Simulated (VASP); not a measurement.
# SiC (I-4m2) in VASP: single point with PBE

Aim: the single point of SiC with PBE.

All numbers are computed with VASP 6.6.1; they aren't measurements. Logs are shortened: lines on timing, memory, paths and dates and some standing lists are left out, and cuts for length are marked.

### Step 1. The cell of the first run

The structure is tetragonal, space group I-4m2 (No. 119). The conventional cell has a = 3.066 Å, b = 3.066 Å, c = 4.467 Å, α = 90.00°, β = 90.00°, γ = 90.00°. Si (site symmetry -4m2) has 4 C at 1.90 Å within 2.5 Å. C (site symmetry -4m2) has 4 Si at 1.90 Å within 2.5 Å.

### Step 2. Single point, PBE

Input file INCAR:

```
PREC = Accurate ; ENCUT = 600
EDIFF = 1E-6 ; ISMEAR = 0
SIGMA = 0.05 ; LREAL = F
LASPH = T ; NELM = 120
ALGO = Normal ; ISIF = 2
LWAVE = F ; LCHARG = F
GGA = PE ; NBANDS = 11
GGA_COMPAT = F
```

Input file KPOINTS:

```
regular mesh
0
Gamma
  12 12 12
```

Input file POSCAR:

```
SiC
1.0
    0.0000000000      2.2336236864      2.1679288721
    2.1679288721      0.0000000000      2.1679288721
    2.1679288721      2.2336236864      0.0000000000
Si C
1 1
Direct
    0.0000000000      0.0000000000      0.0000000000
    0.7500000000      0.7500000000      0.7500000000
```

Potentials or basis: VASP PAW PBE potentials, release 64 (Si, C).

Command:

```sh
> cat potpaw_PBE.64/Si/POTCAR potpaw_PBE.64/C/POTCAR > POTCAR
> mpirun -np 1 vasp_std > vasp.out
```

OUTCAR:

```text
PREC = Accurate
   ENCUT = 600
   EDIFF = 1E-6
   ISMEAR = 0
   LREAL = F
   LASPH = T
   NELM = 120
   ISIF = 2
   GGA = PE

 ion  position               nearest neighbor table
   1  0.000  0.000  0.000-   2 1.90   2 1.90   2 1.90   2 1.90
   2  0.750  0.750  0.750-   1 1.90   1 1.90   1 1.90   1 1.90

  LATTYP: Found a body centered tetragonal cell.
 ALAT       =     3.0659144132
 C/A-ratio  =     1.4570685188

  Lattice vectors:

 A1 = (   0.0000000000,  -2.2336236864,   2.1679288721)
 A2 = (   0.0000000000,  -2.2336236864,  -2.1679288721)
 A3 = (   2.1679288721,   2.2336236864,   0.0000000000)

Analysis of symmetry for initial positions (statically):
=====================================================================
 Subroutine PRICEL returns:
 Original cell was already a primitive cell.

 Routine SETGRP: Setting up the symmetry group for a
 body centered tetragonal supercell.

 Subroutine GETGRP returns: Found  8 space group operations
 (whereof  8 operations were pure point group operations)
 out of a pool of 16 trial point group operations.

The static configuration has the point symmetry D_2d.

Analysis of symmetry for dynamics (positions and initial velocities):
=====================================================================
 Subroutine PRICEL returns:
 Original cell was already a primitive cell.

 Routine SETGRP: Setting up the symmetry group for a
 body centered tetragonal supercell.

 Subroutine GETGRP returns: Found  8 space group operations
 (whereof  8 operations were pure point group operations)
 out of a pool of 16 trial point group operations.

The dynamic configuration has the point symmetry D_2d.

 Subroutine INISYM returns: Found  8 space group operations
 (whereof  8 operations are pure point group operations),
 and found     1 'primitive' translations

----------------------------------------------------------------------------------------

                                     Primitive cell

  volume of cell :      20.9957

  direct lattice vectors                    reciprocal lattice vectors
     0.000000000  2.233623686  2.167928872    -0.230634873  0.223851494  0.230634873
     2.167928872  0.000000000  2.167928872     0.230634873 -0.223851494  0.230634873
     2.167928872  2.233623686  0.000000000     0.230634873  0.223851494 -0.230634873

  length of vectors
     3.112714309  3.065914413  3.112714309     0.395593707  0.395593707  0.395593707

  position of ions in fractional coordinates (direct lattice)
     0.000000000  0.000000000  0.000000000
     0.750000000  0.750000000  0.750000000

  ion indices of the primitive-cell ions
   primitive index   ion index
                 1           1
                 2           2

----------------------------------------------------------------------------------------

 KPOINTS: regular mesh

Automatic generation of k-mesh.
 Grid dimensions read from file:
 generate k-points for:   12   12   12

 Generating k-lattice:

  Cartesian coordinates                     Fractional coordinates (reciprocal lattice)
    -0.019219573  0.018654291  0.019219573     0.083333333  0.000000000  0.000000000
     0.019219573 -0.018654291  0.019219573    -0.000000000  0.083333333 -0.000000000
     0.019219573  0.018654291 -0.019219573     0.000000000  0.000000000  0.083333333

  Length of vectors
     0.032966142  0.032966142  0.032966142

  Shift w.r.t. Gamma in fractional coordinates (k-lattice)
     0.000000000  0.000000000  0.000000000

 Subroutine IBZKPT returns following result:
 ===========================================

 Found    163 irreducible k-points:

 Following reciprocal coordinates:
            Coordinates               Weight
  0.000000  0.000000  0.000000      1.000000
  0.083333  0.000000  0.000000      8.000000
  0.166667  0.000000  0.000000      8.000000
  0.250000  0.000000  0.000000      8.000000
  0.333333  0.000000 -0.000000      8.000000
  0.416667  0.000000 -0.000000      8.000000
[... 16 lines left out ...]
  0.500000  0.166667  0.000000     16.000000
 -0.416667  0.166667  0.000000     16.000000
 [... further k-points ...]
   k-points           NKPTS =    163   k-points in BZ     NKDIM =    163   number of bands    NBANDS=     11
   number of dos      NEDOS =    301   number of ions     NIONS =      2
   total plane-waves  NPLWV =  18816
   dimension x,y,z NGX =    28 NGY =   24 NGZ =   28
   dimension x,y,z NGXF=    56 NGYF=   48 NGZF=   56
   ions per type =               1   1
   NGX,Y,Z   is equivalent  to a cutoff of  14.95, 13.01, 14.95 a.u.
   NGXF,Y,Z  is equivalent  to a cutoff of  29.91, 26.03, 29.91 a.u.
 SYSTEM =  unknown system
   PREC   = accura    normal or accurate (medium, high low for compatibility)
   ISTART =      0    job   : 0-new  1-cont  2-samecut
   ICHARG =      2    charge: 1-file 2-atom 10-const
   ISPIN  =      1    spin polarized calculation?
   LNONCOLLINEAR =      F non collinear calculations
   LSORBIT =      F    spin-orbit coupling
   LASPH  =      T    aspherical Exc in radial PAW
   ENCUT  =  600.0 eV  44.10 Ry    6.64 a.u.   6.22  6.12  6.22*2*pi/ulx,y,z
   NELM   =    120;   NELMIN=  2; NELMDL= -5     # of ELM steps
   EDIFF  = 0.1E-05   stopping-criterion for ELM
   LREAL  =      F    real-space projection
   EDIFFG = 0.1E-04   stopping-criterion for IOM
   NSW    =      0    number of steps for IOM
   IBRION =     -1    ionic relax: 0-MD 1-quasi-New 2-CG
   NFREE  =      0    steps in history (QN), initial steepest desc. (CG)
   ISIF   =      2    stress and relaxation
   ISYM   =      2    0-nonsym 1-usesym 2-fastsym
   POTIM  = 0.5000    time-step for ionic-motion
   TEBEG  =    0.0;   TEEND  =   0.0 temperature during run
   PSTRESS=    0.0 pullay stress
   NELECT =       8.0000    total number of electrons
   NUPDOWN=      -1.0000    fix difference up-down
   EMIN   =  10.00;   EMAX   =-10.00  energy-range for DOS
   EFERMI =   0.00;   METHOD = LEGACY
   ISMEAR =     0;   SIGMA  =   0.05  broadening in eV -4-tet -1-fermi 0-gaus
   EFERMI_NEDOS =   21; number of points for ismear=-14 and -15
   IALGO  =     38    algorithm
   IMIX   =      4    mixing-type and parameters
     AMIX     =   0.40;   BMIX     =  1.00
     AMIX_MAG =   1.60;   BMIX_MAG =  1.00
  volume/ion in A,a.u.               =      10.50        70.84
  Fermi-wavevector in a.u.,A,eV,Ry     =   1.186847  2.242816 19.165252  1.408606
  Thomas-Fermi vector in A             =   2.323011
   LORBIT       =      0    0 simple, 1 ext, 2 COOP (PROOUT), +10 PAW based schemes
   GGA     = PE    functional components
   LHFCALC =     F    Hartree Fock is set to
   AEXX    =    0.0000 exact exchange contribution
   IVDW    =     0    specifies the selected vdW correction
   LEPSILON=     F    determine dielectric tensor
   LRPA    =     F    only Hartree local field effects (RPA)
 non-spin polarized calculation
 Gauss-broadening in eV      SIGMA  =   0.05
  energy-cutoff  :      600.00
  volume of cell :       21.00
 maximum number of plane-waves:       717
 NGX is ok and might be reduce to    28
   NGX = 13   NGY = 13   NGZ = 13

 number of electron       8.0000000 magnetization

 Free energy of the ion-electron system (eV)
  ---------------------------------------------------
  ext. energy  EPLUGINS =         0.00000000
  ---------------------------------------------------
  free energy    TOTEN  =       -15.05190564 eV

  energy without entropy =      -15.05190564  energy(sigma->0) =      -15.05190564

 E-fermi :   8.2621     XC(G=0): -11.2938

 val. band max:        8.0176375592   @ k =   0.0000   0.0000   0.0000
 cond. band min:       9.2320014353   @ k =   0.5000   0.5000   0.0000
 fundamental gap:      1.2143638761
 Fermi energy:         8.2621130092

 k-point     1 :       0.0000    0.0000    0.0000
  band No.  band energies     occupation
      1      -7.3443      2.00000
      2       7.8057      2.00000
      3       8.0176      2.00000
      4       8.0176      2.00000
      5      14.0005      0.00000
      6      15.1300      0.00000
      7      15.1300      0.00000
      8      15.2064      0.00000
      9      21.8827      0.00000
     10      22.8200      0.00000
     11      24.2006      0.00000

 k-point     2 :       0.0833    0.0000    0.0000
  band No.  band energies     occupation
      1      -7.2100      2.00000
      2       7.2074      2.00000
      3       7.7858      2.00000
      4       7.9325      2.00000
      5      14.2547      0.00000
      6      15.2235      0.00000
      7      15.3112      0.00000
      8      15.4154      0.00000
      9      21.2120      0.00000
     10      22.0171      0.00000
     11      24.2070      0.00000

 k-point     3 :       0.1667    0.0000    0.0000
  band No.  band energies     occupation
      1      -6.8111      2.00000
      2       5.5848      2.00000
      3       7.5158      2.00000
      4       7.7219      2.00000
      5      14.1359      0.00000
      6      15.6201      0.00000
      7      15.6951      0.00000
      8      16.1885      0.00000
      9      20.5736      0.00000
     10      21.1133      0.00000
     11      23.5539      0.00000

 k-point     4 :       0.2500    0.0000    0.0000
  band No.  band energies     occupation
      1      -6.1625      2.00000
      2       3.6812      2.00000
      3       7.2098      2.00000
      4       7.4752      2.00000
      5      13.7661      0.00000
      6      15.6543      0.00000
      7      15.8826      0.00000
      8      17.1807      0.00000
      9      20.8846      0.00000
     10      21.0726      0.00000
     11      23.0245      0.00000

 k-point     5 :       0.3333    0.0000   -0.0000
  band No.  band energies     occupation
      1      -5.3035      2.00000
      2       1.8182      2.00000
      3       6.9463      2.00000
      4       7.2639      2.00000
      5      13.4401      0.00000
      6      15.3758      0.00000
      7      15.7064      0.00000
      8      17.7692      0.00000
      9      22.0632      0.00000
     10      22.1128      0.00000
     11      23.1575      0.00000
[... 211 lines left out ...]
 k-point    21 :       0.3333    0.1667   -0.0000
  band No.  band energies     occupation
      1      -5.4149      2.00000
      2       3.1844      2.00000
      3       6.0841      2.00000
      4       6.2679      2.00000
      5      12.7740      0.00000
      6      15.3441      0.00000
      7      16.7664      0.00000
      8      17.5364      0.00000
      9      20.5455      0.00000
     10      23.8748      0.00000
     11      25.6735      0.00000

 k-point    22 :       0.4167    0.1667   -0.0000
  band No.  band energies     occupation
      1      -4.5213      2.00000
      2       1.5226      2.00000
      3       5.7011      2.00000
      4       6.0688      2.00000
      5      12.6259      0.00000
      6      15.6985      0.00000
      7      17.0217      0.00000
      8      17.3667      0.00000
      9      21.3356      0.00000
     10      25.0435      0.00000
     11      25.8677      0.00000

 k-point    23 :       0.5000    0.1667    0.0000
  band No.  band energies     occupation
      1      -3.6644      2.00000
      2       0.2289      2.00000
      3       5.2782      2.00000
      4       6.1240      2.00000
      5      12.6524      0.00000
      6      15.6029      0.00000
      7      16.7456      0.00000
      8      18.4072      0.00000
      9      21.7452      0.00000
     10      25.1090      0.00000
     11      26.1424      0.00000

 k-point    24 :      -0.4167    0.1667    0.0000
  band No.  band energies     occupation
      1      -3.5144      2.00000
      2       0.0257      2.00000
      3       4.9756      2.00000
      4       6.3491      2.00000
      5      12.9281      0.00000
      6      15.4983      0.00000
      7      16.4686      0.00000
      8      19.0269      0.00000
      9      22.3084      0.00000
     10      23.3185      0.00000
     11      26.0827      0.00000

 [... further k-points ...]
[... 5 lines left out ...]
  --------------------------------------------------------------------------------------
  -------------------------------------------------------------------------------------
  Total        0.3336447     -0.7337144      0.3336447     -0.0000000      0.0000000      0.0000000
  in kB       25.4603691    -55.9896252     25.4603691     -0.0000000      0.0000000      0.0000000
  external PRESSURE =      -1.6896290 kB  Pullay stress =       0.0000000 kB

 VOLUME and BASIS-vectors are now :
 -----------------------------------------------------------------------------
  energy-cutoff  :      600.00
  volume of cell :       21.00
      direct lattice vectors                 reciprocal lattice vectors
     0.000000000  2.233623686  2.167928872    -0.230634873  0.223851494  0.230634873
     2.167928872  0.000000000  2.167928872     0.230634873 -0.223851494  0.230634873
     2.167928872  2.233623686  0.000000000     0.230634873  0.223851494 -0.230634873

 POSITION                                       TOTAL-FORCE (eV/Angst)
 -----------------------------------------------------------------------------------
      0.00000      0.00000      0.00000        -0.000000      0.000000     -0.000000
      3.25189      3.35044      3.25189         0.000000     -0.000000      0.000000
 -----------------------------------------------------------------------------------
    total drift:                                0.000000     -0.000000      0.000000

  FREE ENERGIE OF THE ION-ELECTRON SYSTEM (eV)
  ---------------------------------------------------
  free  energy   TOTEN  =       -15.0519056379 eV

  energy  without entropy=      -15.0519056379  energy(sigma->0) =      -15.05190564
```

Wall time 35 s (1 thread of Intel Xeon Platinum 8175M at 2.50GHz (Skylake/Cascade Lake), shared host); peak memory 0.18 GiB.

Results:

```
Free energy            : -15.0519 eV
Pressure               : -0.2 GPa
Band gap on the k mesh : 1.21 eV (least direct gap 4.50 eV)
```

Levels at points of the mesh, in eV from the valence-band top:
| k point | band 1 | band 2 | band 3 | band 4 | band 5 | band 6 | band 7 | band 8 |
| --- | --- | --- | --- | --- | --- | --- | --- | --- |
| (0.00, 0.00, 0.00) | -15.36 | -0.21 | 0.00 | 0.00 | 5.98 | 7.11 | 7.11 | 7.19 |
| (0.50, 0.00, 0.00) | -11.85 | -8.53 | -1.30 | -0.94 | 5.14 | 6.97 | 7.32 | 9.91 |
| (0.50, 0.50, 0.00) | -10.34 | -7.70 | -3.36 | -3.30 | 1.21 | 4.03 | 13.28 | 14.20 |
| (0.50, 0.00, 0.50) | -10.56 | -8.07 | -3.01 | -3.01 | 1.48 | 4.54 | 13.87 | 13.87 |

A k mesh can miss the band edges.
